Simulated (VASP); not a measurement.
Wanted: the native input for a VASP 6.6.1 run.

```
Task                   : single point
Functional             : PBE
Potentials or basis    : VASP PAW PBE potentials, release 64 (Se)
Cutoff                 : 520 eV
k mesh                 : 10 × 6 × 16
Occupations            : fermi-dirac, width 0.2 eV
Spin                   : no spin polarisation
Dipole correction      : no
Further INCAR settings : ALGO = Normal; EDIFF = 1e-06; NBANDS = 20
```

The structure of Se lies in POSCAR:

```
Se
1.0
    4.8681583976      0.0000000000      0.0000000000
    0.0000000000      7.9093295400      0.0000000000
    0.0000000000      0.0000000000      2.7402019956
Se
4
Direct
    0.6740806000      0.4010458100      0.2638364000
    0.8259194000      0.9010458100      0.7361636000
    0.3259194000      0.5989541900      0.2638364000
    0.1740806000      0.0989541900      0.7361636000
```

These files were run (other wordings do the same):

INCAR

```
SYSTEM = Se
PREC = Accurate
ENCUT = 520
EDIFF = 1E-6
ISMEAR = -1
SIGMA = 0.2
LREAL = .FALSE.
LASPH = .TRUE.
NELM = 60
ALGO = Normal
ISIF = 2
LWAVE = .FALSE.
LCHARG = .FALSE.
GGA = PE
NBANDS = 20
```

KPOINTS

```
regular mesh
0
G
  10 6 16
  0 0 0
```

Potentials or basis: VASP PAW PBE potentials, release 64 (Se).

Run with:

```bash
$ cat potpaw_PBE.64/Se/POTCAR > POTCAR
$ mpirun -np 1 vasp_std > vasp.out
```

Results of the run:

| Property | Result |
| --- | --- |
| Pressure | 2.0 GPa |
| Largest force | 0.536 eV/Å |
| Band gap on the k mesh | zero (bands 12 and 13 overlap by 3.12 eV) |

Wall time 2.8 min on 1 thread of Intel(R) Xeon(R) Platinum 8488C (Sapphire Rapids), with other jobs on the host, peak memory 0.44 GiB.
